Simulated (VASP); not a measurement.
TiB2:

```xyz
3
Lattice="3.0493 0.0000 0.0000 -1.5246 2.6407 0.0000 0.0000 0.0000 3.2498" Properties=species:S:1:pos:R:3 pbc="T T T"
Ti    0.0000    0.0000    0.0000
B     1.5246    0.8802    1.6249
B     0.0000    1.7605    1.6249
```

Base run:

```yaml
Program: VASP 6.6.1
Functional: r2SCAN
Potentials_or_basis: VASP PAW PBE potentials, release 64 (Ti_sv, B)
Cutoff: 520 eV
k_mesh: 10 × 10 × 8
Occupations: fermi-dirac, width 0.05 eV
Spin: no spin polarisation
```

Its results: band gap on the k mesh zero (band 9 reaches 10.36 eV, above the bottom of band 10 at 9.72 eV); pressure -5.3 GPa.

**Question.** The run is repeated on the same cell with these changes: functional from r2SCAN to LDA; potentials or basis from VASP PAW PBE potentials, release 64 (Ti_sv, B) to VASP PAW LDA potentials, release 64 (Ti_sv, B). What comes out?

**Answer.** Band gap on the k mesh zero (band 9 reaches 10.06 eV, above the bottom of band 10 at 9.52 eV); pressure -15.2 GPa.

Caveats: the PAW data sets were made with another functional, which shifts forces and pressure a little (some runs).
